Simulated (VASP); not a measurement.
Write the native input for VASP 6.6.1 that does the following.

| Item | Value |
| --- | --- |
| Task | single point |
| Functional | PBEsol |
| Potentials or basis | VASP PAW PBE potentials, release 64 (Ge_d) |
| Cutoff | 520 eV |
| k mesh | 11 × 11 × 11 |
| Occupations | fermi-dirac, width 0.05 eV |
| Spin | no spin polarisation |
| Dipole correction | no |
| Further INCAR settings | ALGO = Normal; EDIFF = 1e-07; NBANDS = 21 |

The structure of Ge lies in POSCAR:

```
Ge
1.0
   -2.5287425297      2.6857467767      1.4558563658
    2.5287425297     -2.6857467767      1.4558563658
    2.5287425297      2.6857467767     -1.4558563658
Ge
2
Direct
    0.3140570000      0.0640570000      0.2500000000
    0.6859430000      0.9359430000      0.7500000000
```

This cell differs from its parent crystal: volume scaled by 1.04.

One way to write it, as run:

INCAR

```
SYSTEM = Ge
ALGO = Normal
EDIFF = 1E-7
ENCUT = 520
GGA = PS
ISIF = 2
ISMEAR = -1
LASPH = .TRUE.
LCHARG = .FALSE.
LREAL = .FALSE.
LWAVE = .FALSE.
NBANDS = 21
NELM = 80
PREC = Accurate
SIGMA = 0.05
```

KPOINTS

```
k-points
0
G
  11 11 11
  0 0 0
```

Potentials or basis: VASP PAW PBE potentials, release 64 (Ge_d).

Command:

```console
$ cat potpaw_PBE.64/Ge_d/POTCAR > POTCAR
$ mpirun -np 1 vasp_std > vasp.out
```

Results of the run:

```yaml
Pressure: -5.0 GPa
Largest_force: 0.062 eV/Å
Band_gap_on_the_k_mesh: zero (band 14 reaches 7.92 eV, above the bottom of band 15 at 3.00 eV)
```

Caveat: the PAW data sets were made with another functional, which shifts forces and pressure a little.

Run time: 2.4 min on 1 thread of Intel(R) Xeon(R) Platinum 8488C (Sapphire Rapids), with other jobs on the host, peak memory 0.27 GiB.
